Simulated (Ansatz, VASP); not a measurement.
## Fe2Ge in VASP and in Ansatz

```
Fe Ge
1.0
     4.07701    0.00000    0.00000
    -2.03850    3.53080    0.00000
     0.00000    0.00000    4.94106
Fe Ge
4 2
Direct
  0.00000 0.00000 0.00000
  0.00000 0.00000 0.50000
  0.66667 0.33333 0.75000
  0.33333 0.66667 0.25000
  0.66667 0.33333 0.25000
  0.33333 0.66667 0.75000
```

Alike in both runs: task single point; functional PBEsol; k mesh 8 × 8 × 6; occupations gaussian, width 0.1 eV; collinear spin.

|  | VASP | Ansatz |
| --- | --- | --- |
| version | VASP 6.6.1 | Ansatz 0.2.0 |
| potentials or method | VASP PAW PBE potentials, release 64 (Fe, Ge_d), cutoff 520 eV | plane waves, PAW |
| valence electrons in the cell | 60 | 92 |

```csv
,VASP,Ansatz,Ansatz less VASP
pressure (GPa),-2.6,-3.0,-0.39
"traceless stress, the component that is largest in VASP (GPa)",-0.11,0.02,+0.126
net moment per atom (μB),1.19,1.19,-0.002
size of the moment on the site where the two differ most (μB),0.08,0.05,-0.027
```

VASP's potentials were made for PBE, not for PBEsol. Site moments also hang on the region over which each program counts them. VASP's potentials hold 60 valence electrons a cell and Ansatz's 92, so a difference there can come from the potentials and not from the codes. Ansatz's warnings: structure snapped to symmetry.
